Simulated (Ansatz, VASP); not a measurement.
# Ru in VASP and in Ansatz

```
CELL_PARAMETERS angstrom
2.29351 0.00000 0.00000
-1.14676 1.98624 0.00000
0.00000 0.00000 3.67676
ATOMIC_POSITIONS crystal
Ru 0.33333 0.66667 0.25000
Ru 0.66667 0.33333 0.75000
```

Change from the starting cell: volume scaled by 0.64, PAW files.

Alike in both runs: task single point; functional LDA; k mesh 18 × 18 × 10; occupations fermi-dirac, width 0.05 eV; no spin polarisation.

|  | VASP | Ansatz |
| --- | --- | --- |
| version | VASP 6.6.1 | Ansatz 0.2.0 |
| potentials or method | VASP PAW LDA potentials, release 64 (Ru_pv) | PAW with Ansatz's default frozen-core files, scalar-relativistic |
| plane-wave cutoff (eV) | 520 | 420 |
| valence electrons in the cell | 28 | 32 |

VASP gave:

- pressure (GPa): 461.0
- traceless stress, the component that is largest in VASP (GPa): 0.65

**Question.** Which values does Ansatz return?

**Answer.** Pressure (GPa): 449.5; traceless stress, the component that is largest in VASP (GPa): 0.05.

LDA's correlation is that of Perdew and Zunger in VASP and of Perdew and Wang (1992) in Ansatz. Both programs put the cell under a high pressure, so it lies far from rest at this level. VASP's potentials hold 28 valence electrons a cell and Ansatz's 32, so a difference there can come from the potentials and not from the codes.

Noted on VASP's run: the cell as given lies far from equilibrium.
